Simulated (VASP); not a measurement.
# RbGeN (P4/nmm) in VASP: a series of runs, part 2 of 2

VASP 6.6.1. Earlier steps stand in the parts before.

## (4) Relaxation of cell and atoms, PBE

This run uses another cell than the first one, of 27.93 Å³/atom, 0.942 times its volume.

Contents of INCAR:

```
SYSTEM = RbGeN
  PREC = Accurate
  ENCUT = 600
  EDIFF = 1E-6
  ISMEAR = 0
  SIGMA = 0.1
  LREAL = .False.
  LASPH = .True.
  NELM = 100
  ALGO = Normal
  ISIF = 3
  LWAVE = .False.
  LCHARG = .False.
  GGA = PE
  IBRION = 2
  NSW = 90
  EDIFFG = -0.04
```

Contents of KPOINTS:

```
regular mesh
0
Gamma
  4 4 2
  0 0 0
```

Contents of POSCAR:

```
RbGeN
1.0
    4.5661159300      0.0000000000      0.0000000000
    0.0000000000      4.5661159300      0.0000000000
    0.0000000000      0.0000000000      8.0363641200
Rb Ge N
2 2 2
Direct
    0.5000000000      0.0000000000      0.6679999800
    0.0000000000      0.5000000000      0.3320000200
    0.0000000000      0.0000000000      0.0000000000
    0.5000000000      0.5000000000      0.0000000000
    0.5000000000      0.0000000000      0.1905000100
    0.0000000000      0.5000000000      0.8094999900
```

Started as:

```sh
> cat potpaw_PBE.64/Rb_sv/POTCAR potpaw_PBE.64/Ge_d/POTCAR potpaw_PBE.64/N/POTCAR > POTCAR
> mpirun -np 1 vasp_std > vasp.out
```

Wall time 25 min (1 thread of Intel Xeon Platinum 8559C (Emerald Rapids), shared host); peak memory 0.34 GiB.

Results (log left out):

| Quantity | Value |
| --- | --- |
| Free energy | -24.7497 eV |
| Relaxed volume | 29.21 Å³/atom |
| Relaxed cell | a = 4.191 Å, b = 4.191 Å, c = 9.978 Å, α = 90.00°, β = 90.00°, γ = 90.00° |
| Space group after relaxing (to 0.05 Å) | P4/nmm (No. 129) |
| Energy gained by relaxing | 481.2 meV/atom |
| Ionic steps | 64 |
| Pressure after relaxing | 0.1 GPa |
| Largest force after relaxing | 0.023 eV/Å |
| Band gap on the k mesh | zero (band 28 reaches 3.99 eV, above the bottom of band 29 at 1.53 eV) |

Forces in eV/Å, atoms in the order of the input:
```
Rb   0.000  0.000  0.006
Rb   0.000  0.000 -0.006
Ge   0.000  0.000  0.000
Ge   0.000  0.000  0.000
N    0.000  0.000  0.023
N    0.000  0.000 -0.023
```

Step by step:
| step | energy change (eV) | largest force (eV/Å) | pressure (GPa) | volume (Å³) |
| --- | --- | --- | --- | --- |
| 1 | 0.0000 | 1.3349 | -6.64 | 167.55 |
| 3 | -1.1495 | 0.9098 | 0.55 | 130.23 |
| 5 | -1.2815 | 0.7389 | 1.05 | 129.28 |
| 7 | -1.6015 | 0.5476 | -0.23 | 134.00 |
| 9 | -1.8057 | 0.6997 | -3.61 | 144.97 |
| 11 | -1.9922 | 0.3435 | -2.92 | 141.31 |
| 13 | -2.0984 | 0.1426 | 0.05 | 132.19 |
| 15 | -2.1046 | 0.0831 | -0.01 | 132.50 |
| 17 | -2.1131 | 0.0786 | 0.15 | 132.66 |
| 19 | -2.1174 | 0.1124 | -0.03 | 133.93 |
| 21 | -2.1374 | 0.2446 | -0.74 | 139.72 |
| 23 | -2.2246 | 0.3385 | -2.59 | 163.57 |
| 25 | -2.2663 | 0.2379 | -3.07 | 177.80 |
| 27 | -2.2638 | 0.2391 | -3.21 | 181.36 |
| 29 | -2.2645 | 0.2377 | -3.19 | 181.61 |
| 31 | -2.2671 | 0.2333 | -3.22 | 182.62 |
| 33 | -2.2743 | 0.2199 | -3.36 | 186.66 |
| 35 | -2.2759 | 0.2138 | -3.45 | 189.47 |
| 37 | -2.2963 | 0.2166 | -3.37 | 189.38 |
| 39 | -2.3833 | 0.2320 | -3.09 | 188.94 |
| 41 | -2.6316 | 0.3127 | -1.71 | 186.83 |
| 43 | -2.6877 | 0.3715 | -0.58 | 185.07 |
| 45 | -2.6930 | 0.3780 | -0.48 | 184.43 |
| 47 | -2.7310 | 0.3430 | -0.07 | 179.70 |
| 49 | -2.7596 | 0.3965 | 1.57 | 161.27 |
| 51 | -2.7811 | 0.4756 | 0.91 | 167.40 |
| 53 | -2.8036 | 0.1781 | -0.16 | 165.97 |
| 55 | -2.8301 | 0.1161 | 0.23 | 167.04 |
| 57 | -2.8671 | 0.1418 | 0.38 | 171.41 |
| 59 | -2.8713 | 0.1473 | -0.20 | 174.27 |
| 61 | -2.8842 | 0.0675 | -0.09 | 174.86 |
| 63 | -2.8867 | 0.0408 | 0.00 | 175.25 |
| 64 | -2.8874 | 0.0230 | 0.06 | 175.26 |

Final structure:
```
Rb Ge N
1.0
     4.19106    0.00000    0.00000
     0.00000    4.19106    0.00000
     0.00000    0.00000    9.97792
Rb Ge N
2 2 2
Direct
  0.50000 0.00000 0.71230
  0.00000 0.50000 0.28770
  0.00000 0.00000 0.00000
  0.50000 0.50000 0.00000
  0.50000 0.00000 0.06024
  0.00000 0.50000 0.93976
```

Levels at points of the mesh, in eV from the Fermi level:
```
           k point  band 24  band 25  band 26  band 27  band 28  band 29  band 30  band 31  band 32  band 33
(0.00, 0.00, 0.00)    -4.86    -4.20    -3.06    -3.06    -2.08    -0.59     0.92     1.22     2.06     3.04
(0.50, 0.00, 0.00)    -4.82    -2.99    -2.99    -0.56    -0.56     0.79     0.79     2.10     2.10     3.51
(0.50, 0.50, 0.00)    -3.36    -3.17    -3.17     1.48     1.48     1.68     1.68     2.29     2.29     2.76
(0.00, 0.00, 0.50)    -4.85    -4.26    -3.06    -3.06    -1.84    -0.90     1.18     1.30     2.05     2.89
(0.50, 0.00, 0.50)    -4.82    -2.99    -2.99    -0.52    -0.52     0.79     0.79     1.93     1.93     3.53
(0.50, 0.50, 0.50)    -3.36    -3.18    -3.18     1.56     1.56     1.77     1.77     2.61     2.62     2.65
```

Caveat: the k points lie up to 0.37 Å⁻¹ apart in the final cell.

## (5) Single point, PBE

This run uses another cell than the first one, of 27.93 Å³/atom, 0.942 times its volume.

Contents of INCAR:

```
SYSTEM = RbGeN
PREC = Accurate
ENCUT = 520
EDIFF = 1E-6
ISMEAR = 0
SIGMA = 0.1
LREAL = .False.
LASPH = .True.
NELM = 100
ALGO = Normal
ISIF = 2
LWAVE = .False.
LCHARG = .True.
GGA = PE
LELF = .True.
LVHAR = .True.
NBANDS = 37
```

KPOINTS is that of step 4.

POSCAR is that of step 4.

Potentials or basis: VASP PAW PBE potentials, release 64 (Rb_sv, Ge_d, N).

Started as:

```sh
> cat potpaw_PBE.64/Rb_sv/POTCAR potpaw_PBE.64/Ge_d/POTCAR potpaw_PBE.64/N/POTCAR > POTCAR
> mpirun -np 1 vasp_std > vasp.out
```

OUTCAR:

```text
SYSTEM = RbGeN
   PREC = Accurate
   ENCUT = 520
   EDIFF = 1E-6
   ISMEAR = 0
   LREAL = .False.
   LASPH = .True.
   NELM = 100
   ISIF = 2
   GGA = PE

 ion  position               nearest neighbor table
   1  0.500  0.000  0.668-   6 3.42   6 3.42   6 3.42   6 3.42   4 3.51   3 3.51   3 3.51   4 3.51
                             2 4.21   2 4.21   2 4.21   2 4.21
   2  0.000  0.500  0.332-   5 3.42   5 3.42   5 3.42   5 3.42   4 3.51   4 3.51   3 3.51   3 3.51
                             1 4.21   1 4.21   1 4.21   1 4.21
   3  0.000  0.000  0.000-   1 3.51   2 3.51   2 3.51   1 3.51
   4  0.500  0.500  0.000-   1 3.51   2 3.51   1 3.51   2 3.51
   5  0.500  0.000  0.191-   2 3.42   2 3.42   2 3.42   2 3.42
   6  0.000  0.500  0.809-   1 3.42   1 3.42   1 3.42   1 3.42

  LATTYP: Found a simple tetragonal cell.
 ALAT       =     4.5661159300
 C/A-ratio  =     1.7600000182

  Lattice vectors:

 A1 = (   4.5661159300,   0.0000000000,   0.0000000000)
 A2 = (   0.0000000000,   4.5661159300,   0.0000000000)
 A3 = (   0.0000000000,   0.0000000000,   8.0363641200)

Analysis of symmetry for initial positions (statically):
=====================================================================
 Subroutine PRICEL returns:
 Original cell was already a primitive cell.

 Routine SETGRP: Setting up the symmetry group for a
 simple tetragonal supercell.

 Subroutine GETGRP returns: Found 16 space group operations
 (whereof  8 operations were pure point group operations)
 out of a pool of 16 trial point group operations.

The static configuration has the point symmetry D_2d.
 The point group associated with its full space group is D_4h.

Analysis of symmetry for dynamics (positions and initial velocities):
=====================================================================
 Subroutine PRICEL returns:
 Original cell was already a primitive cell.

[... 124 lines left out ...]
  volume/ion in A,a.u.               =      27.93       188.45
  Fermi-wavevector in a.u.,A,eV,Ry     =   1.136108  2.146933 17.561608  1.290742
  Thomas-Fermi vector in A             =   2.272813
   LORBIT       =      0    0 simple, 1 ext, 2 COOP (PROOUT), +10 PAW based schemes
   GGA     = PE    functional components
   LHFCALC =     F    Hartree Fock is set to
   AEXX    =    0.0000 exact exchange contribution
   IVDW    =     0    specifies the selected vdW correction
   LEPSILON=     F    determine dielectric tensor
   LRPA    =     F    only Hartree local field effects (RPA)
 non-spin polarized calculation
 Gauss-broadening in eV      SIGMA  =   0.10
  energy-cutoff  :      520.00
  volume of cell :      167.55
 maximum number of plane-waves:      4542
 NGX is ok and might be reduce to    36
   NGX = 17   NGY = 17   NGZ = 29

 number of electron      55.9999962 magnetization

 Free energy of the ion-electron system (eV)
  ---------------------------------------------------
  ext. energy  EPLUGINS =         0.00000000
  ---------------------------------------------------
  free energy    TOTEN  =       -21.85962094 eV

  energy without entropy =      -21.85062115  energy(sigma->0) =      -21.85512104

 E-fermi :   2.1437     XC(G=0):  -8.2410

 val. band max:        1.8888660613   @ k =   0.2500   0.2500   0.5000
 cond. band min:       2.1475118442   @ k =   0.5000   0.5000   0.0000
 fundamental gap:      0.2586457829
 Fermi energy:         2.1436651125

 k-point     1 :       0.0000    0.0000    0.0000
  band No.  band energies     occupation
      1     -25.9618      2.00000
      2     -25.9313      2.00000
      3     -22.9274      2.00000
      4     -22.9049      2.00000
      5     -22.8830      2.00000
      6     -22.8802      2.00000
[... 469 lines left out ...]
     36       5.8502      0.00000
     37       7.2792      0.00000

------------------------ aborting loop because EDIFF is reached ----------------------------------------

  FORCE on cell =-STRESS in cart. coord.  units (eV):
  Direction    XX          YY          ZZ          XY          YZ          ZX
  --------------------------------------------------------------------------------------
  -------------------------------------------------------------------------------------
  Total       -7.5126505     -7.5126505     -5.7389730      0.0000000     -0.0000000      0.0000000
  in kB      -71.8373483    -71.8373483    -54.8771177      0.0000000     -0.0000000      0.0000000
  external PRESSURE =     -66.1839381 kB  Pullay stress =       0.0000000 kB

 VOLUME and BASIS-vectors are now :
 -----------------------------------------------------------------------------
  energy-cutoff  :      520.00
  volume of cell :      167.55
      direct lattice vectors                 reciprocal lattice vectors
     4.566115930  0.000000000  0.000000000     0.219004514  0.000000000  0.000000000
     0.000000000  4.566115930  0.000000000     0.000000000  0.219004514  0.000000000
     0.000000000  0.000000000  8.036364120     0.000000000  0.000000000  0.124434382

 POSITION                                       TOTAL-FORCE (eV/Angst)
 -----------------------------------------------------------------------------------
      2.28306      0.00000      5.36829        -0.000000      0.000000     -0.017825
      0.00000      2.28306      2.66807         0.000000     -0.000000      0.017825
      0.00000      0.00000      0.00000        -0.000000      0.000000      0.000000
      2.28306      2.28306      0.00000         0.000000     -0.000000      0.000000
      2.28306      0.00000      1.53093         0.000000      0.000000     -1.334511
      0.00000      2.28306      6.50544        -0.000000     -0.000000      1.334511
 -----------------------------------------------------------------------------------
    total drift:                                0.000000      0.000000      0.000000

  FREE ENERGIE OF THE ION-ELECTRON SYSTEM (eV)
  ---------------------------------------------------
  free  energy   TOTEN  =       -21.8596209435 eV

  energy  without entropy=      -21.8506211454  energy(sigma->0) =      -21.85512104
```

OSZICAR:

```text
N       E                     dE             d eps       ncg     rms          rms(c)
DAV:   1     0.565784509901E+03    0.56578E+03   -0.26128E+04  1122   0.253E+03
DAV:   2     0.724906194006E+02   -0.49329E+03   -0.47454E+03   960   0.741E+02
DAV:   3    -0.184348959432E+02   -0.90926E+02   -0.88152E+02  1074   0.177E+02
DAV:   4    -0.269710019928E+02   -0.85361E+01   -0.84809E+01  1240   0.550E+01
DAV:   5    -0.272383046649E+02   -0.26730E+00   -0.26695E+00  1320   0.982E+00    0.132E+01
DAV:   6    -0.275080060178E+02   -0.26970E+00   -0.92093E+01  1126   0.228E+01    0.173E+01
DAV:   7    -0.219211231893E+02    0.55869E+01   -0.18945E+01  1101   0.131E+01    0.352E+00
DAV:   8    -0.219546546734E+02   -0.33531E-01   -0.19252E+00  1114   0.469E+00    0.178E+00
DAV:   9    -0.218667463501E+02    0.87908E-01   -0.35416E-01  1215   0.243E+00    0.109E+00
DAV:  10    -0.218608128192E+02    0.59335E-02   -0.16528E-01  1122   0.125E+00    0.590E-01
DAV:  11    -0.218591692218E+02    0.16436E-02   -0.22144E-02  1050   0.572E-01    0.220E-01
DAV:  12    -0.218595560189E+02   -0.38680E-03   -0.29033E-03  1249   0.201E-01    0.103E-01
DAV:  13    -0.218596431497E+02   -0.87131E-04   -0.18522E-04  1076   0.610E-02    0.654E-02
DAV:  14    -0.218596198384E+02    0.23311E-04   -0.95825E-05  1137   0.371E-02    0.308E-02
DAV:  15    -0.218596208807E+02   -0.10423E-05   -0.37458E-05   894   0.229E-02    0.102E-02
DAV:  16    -0.218596209435E+02   -0.62829E-07   -0.88354E-06  1009   0.101E-02
   1 F= -.21859621E+02 E0= -.21855121E+02  d E =-.899980E-02
```

Run time: 44 s. Hardware: 1 thread of Intel Xeon Platinum 8559C (Emerald Rapids), shared host; peak memory 0.29 GiB.

Results:

| Quantity | Value |
| --- | --- |
| Free energy | -21.8596 eV |
| Pressure | -6.6 GPa |
| Largest force | 1.335 eV/Å |
| Band gap on the k mesh | zero (band 28 reaches 2.16 eV, above the bottom of band 29 at 1.44 eV) |

Forces in eV/Å, atoms in the order of the input:
```
Rb   0.000  0.000 -0.018
Rb   0.000  0.000  0.018
Ge   0.000  0.000  0.000
Ge   0.000  0.000  0.000
N    0.000  0.000 -1.335
N    0.000  0.000  1.335
```

Stress tensor (GPa, compression positive):
```
-7.18  0.00  0.00
 0.00 -7.18  0.00
 0.00  0.00 -5.49
```

Caveat: the k points lie up to 0.39 Å⁻¹ apart; forces of over 1 eV/Å act on the atoms, so gaps and moduli don't describe the material at rest.

## (6) The runs side by side

```csv
task,cell,k mesh,cutoff (eV),gap on the mesh (eV),pressure (GPa),largest force (eV/Å)
single point,"a = 4.150, b = 4.150, c = 10.328 Å, 6 atoms",10 × 10 × 4,520,none,0.1,0.01
single point,"a = 4.192, b = 4.192, c = 10.189 Å, 6 atoms",4 × 4 × 2,520,none,-0.1,0.03
relaxation of cell and atoms,"relaxed from a = 4.566, b = 4.566, c = 8.036 Å, 6 atoms",4 × 4 × 2,600,none,0.1,0.02
single point,"a = 4.566, b = 4.566, c = 8.036 Å, 6 atoms",4 × 4 × 2,520,none,-6.6,1.33
```

Alike in all rows: level PBE; potentials or basis VASP PAW PBE potentials, release 64 (Rb_sv, Ge_d, N); no spin polarisation; smearing gaussian 0.1 eV.

Caveats: some runs use coarse meshes; forces of over 1 eV/Å act on the atoms, so gaps and moduli don't describe the material at rest (some runs).

Absolute energies hang on the potentials; compare differences alone.
